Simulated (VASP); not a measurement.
Ir: single point with PBEsol

Ir:

```
Ir
1.0
     0.00000    1.94081    1.94081
     1.94081    0.00000    1.94081
     1.94081    1.94081    0.00000
Ir
1
Direct
  0.00000 0.00000 0.00000
```

```yaml
Program: VASP 6.6.1
Task: single point
Functional: PBEsol
Potentials_or_basis: VASP PAW PBE potentials, release 64 (Ir)
Cutoff: 520 eV
k_mesh: 15 × 15 × 15
Occupations: gaussian, width 0.1 eV
Spin: no spin polarisation
Dipole_correction: no
Further_INCAR_settings: ALGO = Normal; EDIFF = 1e-06; NBANDS = 10
```

The pressure is -13.4 GPa.

Levels at points of the mesh, in eV from the Fermi level:
```
           k point  band 1  band 2  band 3  band 4  band 5  band 6  band 7  band 8
(0.00, 0.00, 0.00)  -10.89   -3.76   -3.76   -3.76   -1.19   -1.19   14.33   19.71
```

Run time: 8.4 s on 1 thread of Intel(R) Xeon(R) 6975P-C (Granite Rapids), with other jobs on the host, peak memory 0.14 GiB.

Caveat: the PAW data sets were made with another functional, which shifts forces and pressure a little; spin-orbit coupling is left out, which moves the levels of the heavy elements.
